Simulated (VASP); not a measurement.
BAs:

```
B As
1.0
     0.00000    2.39187    2.39187
     2.39187    0.00000    2.39187
     2.39187    2.39187    0.00000
B As
1 1
Direct
  0.00000 0.00000 0.00000
  0.25000 0.25000 0.25000
```

Program: VASP 6.6.1. Alike in all runs: task single point; no spin polarisation; cell as given; cutoff (eV) 520; smearing gaussian 0.01 eV.

Q: Order these runs on this cell by their pressure, lowest first.
A. level PBE; potentials or basis VASP PAW PBE potentials, release 64 (B, As); k mesh 8 × 8 × 8
B. level LDA; potentials or basis VASP PAW LDA potentials, release 64 (B, As); k mesh 4 × 4 × 4
C. level HSE06; potentials or basis VASP PAW PBE potentials, release 64 (B, As); k mesh 4 × 4 × 4; grid for exact exchange (PRECFOCK) Normal; screening parameter 0.2079 1/Å

A: B (-3.1 GPa), C (-0.6 GPa), A (2.8 GPa).

Caveats: some runs use coarse meshes; the PAW data sets were made with another functional, which shifts forces and pressure a little (some runs).
